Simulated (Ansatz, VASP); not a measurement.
## One calculation of Mg, two programs

```
Mg
1.0
     3.20930    0.00000    0.00000
    -1.60465    2.77934    0.00000
     0.00000    0.00000    5.21030
Mg
2
Cartesian
  1.6047 0.9264 3.9077
  0.0000 1.8529 1.3026
```

Alike in both runs: functional LDA; k mesh 10 × 10 × 5; occupations fermi-dirac, width 0.05 eV; no spin polarisation.

|  | VASP | Ansatz |
| --- | --- | --- |
| version | VASP 6.6.1 | Ansatz 0.2.0 |
| potentials or method | VASP PAW LDA potentials, release 64 (Mg), cutoff 520 eV | all-electron LAPW, scalar-relativistic |
| task | single point | band structure |

```csv
,VASP,Ansatz,Ansatz less VASP
gap on the k mesh at the Fermi level (eV),none,none,-
pressure (GPa),-2.7,-2.4,+0.34
"traceless stress, the component that is largest in VASP (GPa)",0.87,0.88,+0.007
```

LDA's correlation is that of Perdew and Zunger in VASP and of Perdew and Wang (1992) in Ansatz. A gap of «none» marks a metal or a gap that the smearing closes. Ansatz ran all-electron here, and VASP with PAW potentials.
